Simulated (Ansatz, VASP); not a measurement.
**Cu in VASP and in Ansatz**

The input INCAR:

```
SYSTEM = Cu
PREC = Accurate
ENCUT = 600
EDIFF = 1E-6
ISMEAR = -1
SIGMA = 5E-4
LREAL = .FALSE.
LASPH = .TRUE.
NELM = 120
ALGO = Normal
ISIF = 2
LWAVE = .FALSE.
LCHARG = .FALSE.
GGA = PE
NBANDS = 12
GGA_COMPAT = .FALSE.
```

KPOINTS

```
Automatic mesh
0
G
  14 14 14
  0 0 0
```

POSCAR

```
Cu
1.0
    0.0000000000      1.7966500000      1.7966500000
    1.7966500000      0.0000000000      1.7966500000
    1.7966500000      1.7966500000      0.0000000000
Cu
1
Direct
    0.0000000000      0.0000000000      0.0000000000
```

Input for Ansatz:

```yaml
crystal:
  lattice:
    - [0.0, 1.79665, 1.79665]
    - [1.79665, 0.0, 1.79665]
    - [1.79665, 1.79665, 0.0]
  atoms:
    - { symbol: Cu, position: [0.0, 0.0, 0.0] }
hamiltonian:
  xc: pbe
  pseudopotentials: { kind: paw }
basis:
  ecutwfc: 420
kpoints:
  mp_grid: { grid: [14, 14, 14] }
scf:
  occupations: { method: fermi_dirac, width: 0.0005 }
  lower_state_search: "off"
  algorithm: density_mixing
  max_iter: 70
  mixing: {}
output:
  forces: true
  stress: true
```

Alike in both runs: task single point; functional PBE; k mesh 14 × 14 × 14; occupations fermi-dirac, width 0.0005 eV; no spin polarisation.

|  | VASP | Ansatz |
| --- | --- | --- |
| version | VASP 6.6.1 | Ansatz 0.2.0 |
| potentials or method | VASP PAW PBE potentials, release 64 (Cu), cutoff 600 eV | PAW, plane waves, scalar-relativistic |
| valence electrons in the cell | 11 | 19 |

Ansatz gave:

```
pressure (GPa) : 4.7
```

Task: Which values does VASP return?

Result: Pressure (GPa): 5.3.

VASP's potentials hold 11 valence electrons a cell and Ansatz's 19, so a difference there can come from the potentials and not from the codes.
